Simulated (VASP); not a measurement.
# Ir (P6_3/mmc) in VASP: further runs

Aim: see how the results for Ir move with the level of theory and the settings. Levels: PBEsol, PBEsol+D4. Tasks: single point.

All numbers are computed with VASP 6.6.1; they aren't measurements. Logs are shortened: lines on timing, memory, paths and dates and some standing lists are left out, and cuts for length are marked.

## (1) The cell of the first run

Symmetry: P6_3/mmc, No. 194, hexagonal system. The conventional cell has a = 2.688 Å, b = 2.688 Å, c = 4.360 Å, α = 90.00°, β = 90.00°, γ = 120.00°. Ir (site symmetry -6m2) has 12 Ir at 2.68 to 2.69 Å within 3.5 Å.

This isn't the form of Ir at room conditions, which is fcc.

## (2) Single point, PBEsol

Contents of INCAR:

```
SYSTEM = Ir
PREC = Accurate ; ENCUT = 500
EDIFF = 1E-6 ; ISMEAR = -1
SIGMA = 0.15 ; LREAL = .FALSE.
LASPH = .TRUE. ; NELM = 120
ALGO = Normal ; ISIF = 2
LWAVE = .FALSE. ; LCHARG = .FALSE.
GGA = PS ; NBANDS = 16
GGA_COMPAT = .FALSE.
```

Contents of KPOINTS:

```
Automatic mesh
0
G
  18 18 10
  0 0 0
```

Contents of POSCAR:

```
Ir
1.0
    2.6878620592      0.0000000000      0.0000000000
   -1.3439310296      2.3277568251      0.0000000000
    0.0000000000      0.0000000000      4.3596411672
Ir
2
Direct
    0.6666666667      0.3333333333      0.7500000000
    0.3333333333      0.6666666667      0.2500000000
```

Potentials or basis: VASP PAW PBE potentials, release 64 (Ir).

On the command line:

```bash
$ cat potpaw_PBE.64/Ir/POTCAR > POTCAR
$ mpirun -np 1 vasp_std > vasp.out
```

OUTCAR:

```text
SYSTEM = Ir
   PREC = Accurate
   ENCUT = 500
   EDIFF = 1E-6
   ISMEAR = -1
   LREAL = .FALSE.
   LASPH = .TRUE.
   NELM = 120
   ISIF = 2
   GGA = PS

 ion  position               nearest neighbor table
   1  0.667  0.333  0.750-   2 2.68   2 2.68   2 2.68   2 2.68   2 2.68   2 2.68
   2  0.333  0.667  0.250-   1 2.68   1 2.68   1 2.68   1 2.68   1 2.68   1 2.68

  LATTYP: Found a hexagonal cell.
 ALAT       =     2.6878620592
 C/A-ratio  =     1.6219735504

  Lattice vectors:

 A1 = (   2.6878620592,   0.0000000000,   0.0000000000)
 A2 = (  -1.3439310296,   2.3277568251,   0.0000000000)
 A3 = (   0.0000000000,   0.0000000000,   4.3596411672)

Analysis of symmetry for initial positions (statically):
=====================================================================
 Subroutine PRICEL returns:
 Original cell was already a primitive cell.

 Routine SETGRP: Setting up the symmetry group for a
 hexagonal supercell.

 Subroutine GETGRP returns: Found 24 space group operations
 (whereof 12 operations were pure point group operations)
 out of a pool of 24 trial point group operations.

The static configuration has the point symmetry D_3d.
 The point group associated with its full space group is D_6h.

Analysis of symmetry for dynamics (positions and initial velocities):
=====================================================================
 Subroutine PRICEL returns:
 Original cell was already a primitive cell.

 Routine SETGRP: Setting up the symmetry group for a
 hexagonal supercell.

 Subroutine GETGRP returns: Found 24 space group operations
 (whereof 12 operations were pure point group operations)
 out of a pool of 24 trial point group operations.

The dynamic configuration has the point symmetry D_3d.
 The point group associated with its full space group is D_6h.

 Subroutine INISYM returns: Found 24 space group operations
 (whereof 12 operations are pure point group operations),
 and found     1 'primitive' translations

----------------------------------------------------------------------------------------

                                     Primitive cell

  volume of cell :      27.2769

  direct lattice vectors                    reciprocal lattice vectors
     2.687862059  0.000000000  0.000000000     0.372042902  0.214799069  0.000000000
    -1.343931030  2.327756825  0.000000000     0.000000000  0.429598139  0.000000000
     0.000000000  0.000000000  4.359641167     0.000000000  0.000000000  0.229376676

  length of vectors
     2.687862059  2.687862059  4.359641167     0.429598139  0.429598139  0.229376676

  position of ions in fractional coordinates (direct lattice)
     0.666666667  0.333333333  0.750000000
     0.333333333  0.666666667  0.250000000

  ion indices of the primitive-cell ions
   primitive index   ion index
                 1           1
                 2           2

----------------------------------------------------------------------------------------

 KPOINTS: Automatic mesh

Automatic generation of k-mesh.
 Grid dimensions read from file:
 generate k-points for:   18   18   10

 Generating k-lattice:

  Cartesian coordinates                     Fractional coordinates (reciprocal lattice)
     0.020669050  0.011933282  0.000000000     0.055555556  0.000000000  0.000000000
     0.000000000  0.023866563  0.000000000     0.000000000  0.055555556  0.000000000
     0.000000000  0.000000000  0.022937668     0.000000000  0.000000000  0.100000000

  Length of vectors
     0.023866563  0.023866563  0.022937668

  Shift w.r.t. Gamma in fractional coordinates (k-lattice)
     0.000000000  0.000000000  0.000000000

 Subroutine IBZKPT returns following result:
 ===========================================

 Found    222 irreducible k-points:

 Following reciprocal coordinates:
            Coordinates               Weight
  0.000000  0.000000  0.000000      1.000000
  0.055556  0.000000  0.000000      6.000000
  0.111111  0.000000  0.000000      6.000000
  0.166667  0.000000  0.000000      6.000000
  0.222222  0.000000  0.000000      6.000000
  0.277778  0.000000  0.000000      6.000000
[... 16 lines left out ...]
  0.333333  0.111111  0.000000     12.000000
  0.388889  0.111111  0.000000     12.000000
 [... further k-points ...]
   k-points           NKPTS =    222   k-points in BZ     NKDIM =    222   number of bands    NBANDS=     16
   number of dos      NEDOS =    301   number of ions     NIONS =      2
   total plane-waves  NPLWV =  12800
   dimension x,y,z NGX =    20 NGY =   20 NGZ =   32
   dimension x,y,z NGXF=    40 NGYF=   40 NGZF=   64
   ions per type =               2
   NGX,Y,Z   is equivalent  to a cutoff of  12.37, 12.37, 12.20 a.u.
   NGXF,Y,Z  is equivalent  to a cutoff of  24.74, 24.74, 24.41 a.u.
 SYSTEM =  Ir
   PREC   = accura    normal or accurate (medium, high low for compatibility)
   ISTART =      0    job   : 0-new  1-cont  2-samecut
   ICHARG =      2    charge: 1-file 2-atom 10-const
   ISPIN  =      1    spin polarized calculation?
   LNONCOLLINEAR =      F non collinear calculations
   LSORBIT =      F    spin-orbit coupling
   LASPH  =      T    aspherical Exc in radial PAW
   ENCUT  =  500.0 eV  36.75 Ry    6.06 a.u.   4.90  4.90  7.95*2*pi/ulx,y,z
   NELM   =    120;   NELMIN=  2; NELMDL= -5     # of ELM steps
   EDIFF  = 0.1E-05   stopping-criterion for ELM
   LREAL  =      F    real-space projection
   EDIFFG = 0.1E-04   stopping-criterion for IOM
   NSW    =      0    number of steps for IOM
   IBRION =     -1    ionic relax: 0-MD 1-quasi-New 2-CG
   NFREE  =      0    steps in history (QN), initial steepest desc. (CG)
   ISIF   =      2    stress and relaxation
   ISYM   =      2    0-nonsym 1-usesym 2-fastsym
   POTIM  = 0.5000    time-step for ionic-motion
   TEBEG  =    0.0;   TEEND  =   0.0 temperature during run
   PSTRESS=    0.0 pullay stress
   NELECT =      18.0000    total number of electrons
   NUPDOWN=      -1.0000    fix difference up-down
   EMIN   =  10.00;   EMAX   =-10.00  energy-range for DOS
   EFERMI =   0.00;   METHOD = LEGACY
   ISMEAR =    -1;   SIGMA  =   0.15  broadening in eV -4-tet -1-fermi 0-gaus
   EFERMI_NEDOS =   21; number of points for ismear=-14 and -15
   IALGO  =     38    algorithm
   IMIX   =      4    mixing-type and parameters
     AMIX     =   0.40;   BMIX     =  1.00
     AMIX_MAG =   1.60;   BMIX_MAG =  1.00
  volume/ion in A,a.u.               =      13.64        92.04
  Fermi-wavevector in a.u.,A,eV,Ry     =   1.425281  2.693391 27.639235  2.031426
  Thomas-Fermi vector in A             =   2.545682
   LORBIT       =      0    0 simple, 1 ext, 2 COOP (PROOUT), +10 PAW based schemes
   GGA     = PS    functional components
   LHFCALC =     F    Hartree Fock is set to
   AEXX    =    0.0000 exact exchange contribution
   IVDW    =     0    specifies the selected vdW correction
   LEPSILON=     F    determine dielectric tensor
   LRPA    =     F    only Hartree local field effects (RPA)
 non-spin polarized calculation
  energy-cutoff  :      500.00
  volume of cell :       27.28
 maximum number of plane-waves:       711
 NGX is ok and might be reduce to    20
   NGX =  9   NGY =  9   NGZ = 15

 number of electron      17.9999999 magnetization

 Free energy of the ion-electron system (eV)
  ---------------------------------------------------
  ext. energy  EPLUGINS =         0.00000000
  ---------------------------------------------------
  free energy    TOTEN  =       -19.51816343 eV

  energy without entropy =      -19.35632303  energy(sigma->0) =      -19.43724323

 E-fermi :  11.0218     XC(G=0): -14.3164

 val. band max:       11.0110150545   @ k =   0.3333   0.0556   0.4000
 cond. band min:      11.0235559407   @ k =   0.3333   0.2778   0.3000
 fundamental gap:      0.0125408863
 Fermi energy:        11.0218288207

 k-point     1 :       0.0000    0.0000    0.0000
  band No.  band energies     occupation
      1      -0.6975      2.00000
      2       2.3760      2.00000
      3       6.8213      2.00000
      4       6.9257      2.00000
      5       6.9257      2.00000
      6       7.6333      2.00000
[... 8 lines left out ...]
     15      27.4076      0.00000
     16      28.5769      0.00000

 k-point     2 :       0.0556    0.0000    0.0000
  band No.  band energies     occupation
      1      -0.5710      2.00000
      2       2.4901      2.00000
      3       6.5681      2.00000
      4       7.0339      2.00000
      5       7.1499      2.00000
      6       7.5603      2.00000
[... 8 lines left out ...]
     15      27.5782      0.00000
     16      28.7907      0.00000

 k-point     3 :       0.1111    0.0000    0.0000
  band No.  band energies     occupation
      1      -0.2018      2.00000
      2       2.8099      2.00000
      3       6.2186      2.00000
      4       7.2947      2.00000
      5       7.3538      2.00000
      6       7.5256      2.00000
[... 8 lines left out ...]
     15      28.0297      0.00000
     16      29.3075      0.00000

 k-point     4 :       0.1667    0.0000    0.0000
  band No.  band energies     occupation
      1       0.3762      2.00000
      2       3.2505      2.00000
      3       5.8792      2.00000
      4       6.7931      2.00000
      5       7.0469      2.00000
      6       7.8714      2.00000
[... 8 lines left out ...]
     15      28.3205      0.00000
     16      29.1395      0.00000
[... 324 lines left out ...]
 k-point    22 :       0.2778    0.1111    0.0000
  band No.  band energies     occupation
      1       2.8500      2.00000
      2       3.8277      2.00000
      3       4.4619      2.00000
      4       5.7465      2.00000
      5       6.6331      2.00000
      6       7.1531      2.00000
[... 8 lines left out ...]
     15      23.4941      0.00000
     16      26.1518      0.00000

 k-point    23 :       0.3333    0.1111    0.0000
  band No.  band energies     occupation
      1       3.2575      2.00000
      2       3.5943      2.00000
      3       4.0450      2.00000
      4       6.2278      2.00000
      5       6.5378      2.00000
      6       7.4202      2.00000
[... 8 lines left out ...]
     15      22.1798      0.00000
     16      25.6227      0.00000

 k-point    24 :       0.3889    0.1111    0.0000
  band No.  band energies     occupation
      1       3.3735      2.00000
      2       3.4880      2.00000
      3       3.7897      2.00000
      4       6.5068      2.00000
      5       6.7078      2.00000
      6       7.2144      2.00000
[... 8 lines left out ...]
     15      21.9403      0.00000
     16      24.7310      0.00000

 [... further k-points ...]

------------------------ aborting loop because EDIFF is reached ----------------------------------------

  FORCE on cell =-STRESS in cart. coord.  units (eV):
  Direction    XX          YY          ZZ          XY          YZ          ZX
  --------------------------------------------------------------------------------------
  -------------------------------------------------------------------------------------
  Total        2.7667452      2.7667452      2.7783812     -0.0000000      0.0000000      0.0000000
  in kB      162.5116166    162.5116166    163.1950885     -0.0000000      0.0000000      0.0000000
  external PRESSURE =     162.7394406 kB  Pullay stress =       0.0000000 kB

 VOLUME and BASIS-vectors are now :
 -----------------------------------------------------------------------------
  energy-cutoff  :      500.00
  volume of cell :       27.28
      direct lattice vectors                 reciprocal lattice vectors
     2.687862059  0.000000000  0.000000000     0.372042902  0.214799069  0.000000000
    -1.343931030  2.327756825  0.000000000     0.000000000  0.429598139  0.000000000
     0.000000000  0.000000000  4.359641167     0.000000000  0.000000000  0.229376676

 POSITION                                       TOTAL-FORCE (eV/Angst)
 -----------------------------------------------------------------------------------
      1.34393      0.77592      3.26973         0.000000     -0.000000      0.000000
     -0.00000      1.55184      1.08991        -0.000000      0.000000      0.000000
 -----------------------------------------------------------------------------------
    total drift:                               -0.000000      0.000000     -0.000000

  FREE ENERGIE OF THE ION-ELECTRON SYSTEM (eV)
  ---------------------------------------------------
  free  energy   TOTEN  =       -19.5181634330 eV

  energy  without entropy=      -19.3563230301  energy(sigma->0) =      -19.43724323
```

It took 85 s on 1 thread of Intel Xeon 8259CL, shared host; peak memory 0.2 GiB.

What came out:

- Free energy: -19.5182 eV
- Pressure: 16.3 GPa
- Band gap on the k mesh: zero (bands 9 and 10 overlap by 3.58 eV)

Caveat: the cell stands under pressure; the PAW data sets were made with another functional, which shifts forces and pressure a little; spin-orbit coupling is left out, which moves the levels of the heavy elements.

(Continued in part 2 of 3.)
